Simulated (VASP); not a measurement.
# TaN in VASP: further runs, part 2 of 2

VASP 6.6.1. The steps go on from the part before.

## 3. Single point, PBE

INCAR reads:

```
  PREC = Accurate
  ENCUT = 520
  EDIFF = 1E-6
  ISMEAR = 0
  SIGMA = 0.05
  LREAL = Auto
  LASPH = T
  NELM = 80
  ALGO = Fast
  ISIF = 2
  LWAVE = F
  LCHARG = T
  LDIPOL = T
  IDIPOL = 3
  DIPOL = 0.5 0.5 0.503
  GGA = PE
  LELF = T
  LVHAR = T
  LVACPOTAV = T
  NBANDS = 78
```

KPOINTS reads:

```
regular mesh
0
Gamma
  8 6 1
```

POSCAR reads:

```
TaN
1.0
    3.0815713500      0.0000000000      0.0000000000
    0.0000000000      4.3580000000      0.0000000000
    0.0000000000      0.0000000000     27.7854995720
Ta N
8 8
Direct
    0.5000000000      0.0000000000      0.3059149604
    0.0000000000      0.5000000000      0.3613678273
    0.5000000000      0.0000000000      0.4168206943
    0.0000000000      0.5000000000      0.4722735613
    0.5000000000      0.0000000000      0.5345421747
    0.0000000000      0.5000000000      0.5850829224
    0.5000000000      0.0000000000      0.6539783281
    0.0000000000      0.5000000000      0.6972894056
    0.5000000000      0.5000000000      0.3059149604
    0.0000000000      0.0000000000      0.3613678273
    0.5000000000      0.5000000000      0.4168206943
    0.0000000000      0.0000000000      0.4722735613
    0.5000000000      0.5000000000      0.5293802581
    0.0000000000      0.0000000000      0.5928644710
    0.5000000000      0.5000000000      0.6431485227
    0.0000000000      0.0000000000      0.7066283873
```

Potentials or basis: VASP PAW PBE potentials, release 64 (Ta_pv, N).

The run is started by

```console
$ cat potpaw_PBE.64/Ta_pv/POTCAR potpaw_PBE.64/N/POTCAR > POTCAR
$ mpirun -np 1 vasp_std > vasp.out
```

OUTCAR:

```text
PREC = Accurate
   ENCUT = 520
   EDIFF = 1E-6
   ISMEAR = 0
   LREAL = Auto
   LASPH = T
   NELM = 80
   ISIF = 2
   GGA = PE

 ion  position               nearest neighbor table
   1  0.500  0.000  0.306-  10 2.18  10 2.18   9 2.18   9 2.18   3 3.08   2 3.08   2 3.08   2 3.08
                             2 3.08
   2  0.000  0.500  0.361-   9 2.18   9 2.18  11 2.18  11 2.18  10 2.18  10 2.18   4 3.08   1 3.08
                             1 3.08   1 3.08   1 3.08   3 3.08   3 3.08   3 3.08   3 3.08
   3  0.500  0.000  0.417-  10 2.18  12 2.18  10 2.18  12 2.18  11 2.18  11 2.18   1 3.08   4 3.08
                             4 3.08   2 3.08   4 3.08   2 3.08   2 3.08   2 3.08   4 3.08   5 3.27
   4  0.000  0.500  0.472-  11 2.18  11 2.18  12 2.18  12 2.18  13 2.21  13 2.21   2 3.08   3 3.08
                             3 3.08   3 3.08   3 3.08   6 3.13   5 3.18   5 3.18   5 3.18   5 3.18
   5  0.500  0.000  0.535-  13 2.18  13 2.18  14 2.24  14 2.24  12 2.32  12 2.32   6 3.02   6 3.02
                             6 3.02   6 3.02   4 3.18   4 3.18   4 3.18   4 3.18   3 3.27   7 3.32
   6  0.000  0.500  0.585-  13 2.18  13 2.18  14 2.19  14 2.19  15 2.23  15 2.23   5 3.02   5 3.02
                             5 3.02   5 3.02   8 3.12   4 3.13   7 3.28   7 3.28   7 3.28   7 3.28
   7  0.500  0.000  0.654-  16 2.12  16 2.12  15 2.20  15 2.20  14 2.29  14 2.29   8 2.93   8 2.93
                             8 2.93   8 2.93   6 3.28   6 3.28   6 3.28   6 3.28   5 3.32
   8  0.000  0.500  0.697-  15 2.15  15 2.15  16 2.19  16 2.19   7 2.93   7 2.93   7 2.93   7 2.93
                             6 3.12
   9  0.500  0.500  0.306-   2 2.18   2 2.18   1 2.18   1 2.18
  10  0.000  0.000  0.361-   1 2.18   1 2.18   3 2.18   3 2.18   2 2.18   2 2.18
  11  0.500  0.500  0.417-   2 2.18   4 2.18   2 2.18   4 2.18   3 2.18   3 2.18
  12  0.000  0.000  0.472-   3 2.18   3 2.18   4 2.18   4 2.18   5 2.32   5 2.32
  13  0.500  0.500  0.529-   5 2.18   5 2.18   6 2.18   6 2.18   4 2.21   4 2.21
  14  0.000  0.000  0.593-   6 2.19   6 2.19   5 2.24   5 2.24   7 2.29   7 2.29
  15  0.500  0.500  0.643-   8 2.15   8 2.15   7 2.20   7 2.20   6 2.23   6 2.23
  16  0.000  0.000  0.707-   7 2.12   7 2.12   8 2.19   8 2.19

  LATTYP: Found a simple orthorhombic cell.
 ALAT       =     3.0815713500
 B/A-ratio  =     1.4142135635
 C/A-ratio  =     9.0166659850

  Lattice vectors:

 A1 = (   3.0815713500,   0.0000000000,   0.0000000000)
 A2 = (   0.0000000000,   4.3580000000,   0.0000000000)
 A3 = (   0.0000000000,   0.0000000000,  27.7854995720)

Analysis of symmetry for initial positions (statically):
=====================================================================
 Subroutine PRICEL returns:
 Original cell was already a primitive cell.

 Routine SETGRP: Setting up the symmetry group for a
 simple orthorhombic supercell.

 Subroutine GETGRP returns: Found  4 space group operations
 (whereof  4 operations were pure point group operations)
 out of a pool of  8 trial point group operations.

The static configuration has the point symmetry C_2v.

Analysis of symmetry for dynamics (positions and initial velocities):
=====================================================================
 Subroutine PRICEL returns:
 Original cell was already a primitive cell.

 Routine SETGRP: Setting up the symmetry group for a
 simple orthorhombic supercell.

 Subroutine GETGRP returns: Found  4 space group operations
 (whereof  4 operations were pure point group operations)
 out of a pool of  8 trial point group operations.

The dynamic configuration has the point symmetry C_2v.

 Subroutine INISYM returns: Found  4 space group operations
 (whereof  4 operations are pure point group operations),
[... 109 lines left out ...]
 SYSTEM =  unknown system
   PREC   = accura    normal or accurate (medium, high low for compatibility)
   ISTART =      0    job   : 0-new  1-cont  2-samecut
   ICHARG =      2    charge: 1-file 2-atom 10-const
   ISPIN  =      1    spin polarized calculation?
   LNONCOLLINEAR =      F non collinear calculations
   LSORBIT =      F    spin-orbit coupling
   LASPH  =      T    aspherical Exc in radial PAW
   ENCUT  =  520.0 eV  38.22 Ry    6.18 a.u.   5.73  8.10 51.66*2*pi/ulx,y,z
   NELM   =     80;   NELMIN=  2; NELMDL= -5     # of ELM steps
   EDIFF  = 0.1E-05   stopping-criterion for ELM
   LREAL  =      T    real-space projection
   EDIFFG = 0.1E-04   stopping-criterion for IOM
   NSW    =      0    number of steps for IOM
   IBRION =     -1    ionic relax: 0-MD 1-quasi-New 2-CG
   NFREE  =      0    steps in history (QN), initial steepest desc. (CG)
   ISIF   =      2    stress and relaxation
   ISYM   =      2    0-nonsym 1-usesym 2-fastsym
   POTIM  = 0.5000    time-step for ionic-motion
   TEBEG  =    0.0;   TEEND  =   0.0 temperature during run
   PSTRESS=    0.0 pullay stress
   NELECT =     128.0000    total number of electrons
   NUPDOWN=      -1.0000    fix difference up-down
   EMIN   =  10.00;   EMAX   =-10.00  energy-range for DOS
   EFERMI =   0.00;   METHOD = LEGACY
   ISMEAR =     0;   SIGMA  =   0.05  broadening in eV -4-tet -1-fermi 0-gaus
   EFERMI_NEDOS =   21; number of points for ismear=-14 and -15
   IALGO  =     68    algorithm
   IMIX   =      4    mixing-type and parameters
     AMIX     =   0.40;   BMIX     =  1.00
     AMIX_MAG =   1.60;   BMIX_MAG =  1.00
  volume/ion in A,a.u.               =      23.32       157.38
  Fermi-wavevector in a.u.,A,eV,Ry     =   1.146003  2.165631 17.868830  1.313322
  Thomas-Fermi vector in A             =   2.282689
   LORBIT       =      0    0 simple, 1 ext, 2 COOP (PROOUT), +10 PAW based schemes
   GGA     = PE    functional components
   LHFCALC =     F    Hartree Fock is set to
   AEXX    =    0.0000 exact exchange contribution
   IVDW    =     0    specifies the selected vdW correction
   LEPSILON=     F    determine dielectric tensor
   LRPA    =     F    only Hartree local field effects (RPA)
 non-spin polarized calculation
 RMM-DIIS sequential band-by-band and
 Gauss-broadening in eV      SIGMA  =   0.05
  energy-cutoff  :      520.00
  volume of cell :      373.15
 maximum number of plane-waves:     10100
 NGX is ok and might be reduce to    24
   NGX = 11   NGY = 17   NGZ =103

 dipolmoment           0.000000      0.000000      0.002655 electrons x Angstroem

 number of electron     128.0000042 magnetization

 dipolmoment           0.000000      0.000000     -0.009639 electrons x Angstroem

 Free energy of the ion-electron system (eV)
  ---------------------------------------------------
  ext. energy  EPLUGINS =         0.00000000
  ---------------------------------------------------
  free energy    TOTEN  =      -171.09105161 eV

  energy without entropy =     -171.07917454  energy(sigma->0) =     -171.08511307

 E-fermi :   1.8819     XC(G=0):  -6.9335

 val. band max:        1.8662174845   @ k =   0.1250   0.0000   0.0000
 cond. band min:       1.8826386355   @ k =   0.2500   0.1667   0.0000
 fundamental gap:      0.0164211510
 Fermi energy:         1.8818792973

 k-point     1 :       0.0000    0.0000    0.0000
  band No.  band energies     occupation
      1     -34.5765      2.00000
      2     -34.4833      2.00000
      3     -34.4109      2.00000
      4     -34.3960      2.00000
      5     -34.2895      2.00000
      6     -34.2126      2.00000
[... 1569 lines left out ...]
     75       3.9412      0.00000
     76       4.1221      0.00000
 [bands above 76 left out]

------------------------ aborting loop because EDIFF is reached ----------------------------------------

  FORCE on cell =-STRESS in cart. coord.  units (eV):
  Direction    XX          YY          ZZ          XY          YZ          ZX
  --------------------------------------------------------------------------------------
  -------------------------------------------------------------------------------------
  Total        6.2147609     -9.1742903      2.3686808      0.0000000      0.0000000      0.0000000
  in kB       26.6843938    -39.3917611     10.1704332      0.0000000      0.0000000      0.0000000
  external PRESSURE =      -0.8456447 kB  Pullay stress =       0.0000000 kB

 VOLUME and BASIS-vectors are now :
 -----------------------------------------------------------------------------
  energy-cutoff  :      520.00
  volume of cell :      373.15
      direct lattice vectors                 reciprocal lattice vectors
     3.081571350  0.000000000  0.000000000     0.324509767  0.000000000  0.000000000
     0.000000000  4.358000000  0.000000000     0.000000000  0.229463056  0.000000000
     0.000000000  0.000000000 27.785499572     0.000000000  0.000000000  0.035989995

 POSITION                                       TOTAL-FORCE (eV/Angst)
 -----------------------------------------------------------------------------------
      1.54079      0.00000      8.50000         0.000000      0.000000      1.345296
      0.00000      2.17900     10.04079         0.000000      0.000000     -1.541913
      1.54079      0.00000     11.58157         0.000000      0.000000      0.241112
      0.00000      2.17900     13.12236         0.000000      0.000000     -0.123721
      1.54079      0.00000     14.85252         0.000000      0.000000      0.003988
      0.00000      2.17900     16.25682         0.000000      0.000000     -0.019126
[... 8 lines left out ...]
      1.54079      2.17900     17.87020         0.000000      0.000000      0.011600
      0.00000      0.00000     19.63402         0.000000      0.000000      0.042952
 -----------------------------------------------------------------------------------
    total drift:                                0.000000      0.000000     -0.004955

  FREE ENERGIE OF THE ION-ELECTRON SYSTEM (eV)
  ---------------------------------------------------
  free  energy   TOTEN  =      -171.0910516137 eV

  energy  without entropy=     -171.0791745359  energy(sigma->0) =     -171.08511307

 vacuum level on the upper side and lower side of the slab         6.170         6.299
```

It took 45 min on 1 thread of Oxide Virtual Turin-like, shared host; peak memory 0.59 GiB.

What came out:

| Item | Value |
| --- | --- |
| Free energy | -171.0911 eV |
| Largest force | 1.542 eV/Å |
| Band gap on the k mesh | zero (bands 64 and 65 overlap by 1.52 eV) |

Forces in eV/Å, atoms in the order of the input:
```
Ta   0.000  0.000  1.345
Ta   0.000  0.000 -1.542
Ta   0.000  0.000  0.241
Ta   0.000  0.000 -0.124
Ta   0.000  0.000  0.004
Ta   0.000  0.000 -0.019
Ta   0.000  0.000 -0.003
Ta   0.000  0.000  0.037
N    0.000  0.000 -0.420
N    0.000  0.000 -0.802
N    0.000  0.000  0.333
N    0.000  0.000  0.900
N    0.000  0.000 -0.002
N    0.000  0.000 -0.002
N    0.000  0.000  0.012
N    0.000  0.000  0.043
```

Levels at points of the mesh, in eV from the Fermi level:
```csv
k point,band 62,band 63,band 64,band 65,band 66,band 67
"(0.00, 0.00, 0.00)",-1.28,-1.20,-0.84,-0.65,-0.39,-0.38
"(0.50, 0.00, 0.00)",-1.84,-0.67,-0.44,0.49,0.59,1.46
"(0.00, 0.50, 0.00)",-0.13,0.04,0.08,0.94,1.23,1.28
"(0.50, 0.50, 0.00)",0.26,0.69,0.71,0.71,0.81,1.33
```

Caveat: spin-orbit coupling is left out, which moves the levels of the heavy elements.
